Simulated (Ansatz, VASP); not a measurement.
# Ga: VASP beside Ansatz

Contents of INCAR:

```
SYSTEM = Ga
  PREC = Accurate
  ENCUT = 520
  EDIFF = 1E-6
  ISMEAR = -1
  SIGMA = 0.05
  LREAL = .False.
  LASPH = .True.
  NELM = 80
  ALGO = Fast
  ISIF = 2
  LWAVE = .False.
  LCHARG = .True.
  GGA = PS
  LELF = .True.
  LVHAR = .True.
  NBANDS = 34
```

File KPOINTS:

```
regular mesh
0
Gamma
  7 7 6
  0 0 0
```

The input POSCAR:

```
Ga
1.0
    2.3058543979     -3.9056269163      0.0000000000
    2.3058543979      3.9056269163      0.0000000000
    0.0000000000      0.0000000000      4.6127284086
Ga
4
Direct
    0.3451000000      0.6549000000      0.4190000000
    0.1549000000      0.8451000000      0.9190000000
    0.6549000000      0.3451000000      0.5810000000
    0.8451000000      0.1549000000      0.0810000000
```

Contents of input.yaml:

```yaml
crystal:
  lattice:
    - [2.3058543979, -3.9056269163, 0.0]
    - [2.3058543979, 3.9056269163, 0.0]
    - [0.0, 0.0, 4.6127284086]
  atoms:
    - { symbol: Ga, position: [0.3451, 0.6549, 0.419] }
    - { symbol: Ga, position: [0.1549, 0.8451, 0.919] }
    - { symbol: Ga, position: [0.6549, 0.3451, 0.581] }
    - { symbol: Ga, position: [0.8451, 0.1549, 0.081] }
kpoints:
  mp_grid: { grid: [7, 7, 6] }
scf:
  occupations: { method: fermi_dirac, width: 0.05 }
hamiltonian:
  xc: pbesol
  pseudopotentials: { kind: all_electron, lapw: { basis_error: 0.001 } }
output:
  forces: true
  stress: true
  eigenvalues: true
```

Change from the starting cell: volume scaled by 1.06.

Alike in both runs: task single point; functional PBEsol; k mesh 7 × 7 × 6; occupations fermi-dirac, width 0.05 eV; no spin polarisation.

|  | VASP | Ansatz |
| --- | --- | --- |
| version | VASP 6.6.1 | Ansatz 0.2.0 |
| potentials or method | VASP PAW PBE potentials, release 64 (Ga_d), cutoff 520 eV | all-electron LAPW, scalar-relativistic |

```tsv
	VASP	Ansatz	Ansatz less VASP
gap on the k mesh at the Fermi level (eV)	none	none	-
pressure (GPa)	-4.1	-4.1	-0.02
traceless stress, the component that is largest in VASP (GPa)	-0.60	-0.60	-0.005
rms of the force components (eV/Å)	0.067	0.068	+0.0010
```

VASP's potentials were made for PBE, not for PBEsol. Atom by atom the forces differ by 0.001 eV/Å (rms over components). A gap of «none» marks a metal or a gap that the smearing closes. Ansatz ran all-electron here, and VASP with PAW potentials.
